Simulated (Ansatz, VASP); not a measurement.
**Two plane-wave programs on LiY2P2**

```
CELL_PARAMETERS angstrom
-5.17805 -0.00091 -0.01432
2.57170 2.60546 -6.58086
-0.00098 -10.39831 0.00830
ATOMIC_POSITIONS crystal
Li 0.00019 0.00018 0.00004
Li 0.99951 0.99979 0.49995
Y 0.24919 0.49815 0.87451
Y 0.24895 0.49796 0.37450
Y 0.75094 0.50169 0.62545
Y 0.75109 0.50225 0.12555
P 0.18198 0.36170 0.59029
P 0.18200 0.36212 0.09036
P 0.81827 0.63826 0.90964
P 0.81789 0.63791 0.40971
```

Change from the starting cell: cell x2, atoms moved at random (sigma 0.1 Å) and cell strained at random (1.5 %), then relaxed without symmetry.

Alike in both runs: functional PBE; k mesh 4 × 4 × 2; occupations gaussian, width 0.2 eV; no spin polarisation.

Ansatz relaxed the structure, and its values are those at the end. VASP's run is a single point on that final structure, the one shown.

|  | VASP | Ansatz |
| --- | --- | --- |
| version | VASP 6.6.1 | Ansatz 0.2.0 |
| potentials or method | VASP PAW PBE potentials, release 64 (Li_sv, Y_sv, P), cutoff 520 eV | scalar-relativistic, plane waves, PAW |
| valence electrons in the cell | 70 | 70 |

```tsv
	VASP	Ansatz	Ansatz less VASP
gap on the k mesh at the Fermi level (eV)	none	none	-
rms of the force components (eV/Å)	0.007	0.004	-0.0036
```

A gap of «none» marks a metal or a gap that the smearing closes.

Noted on VASP's run: the cutoff is under 1.25 times that of the potentials, so the pressure is a little rough.
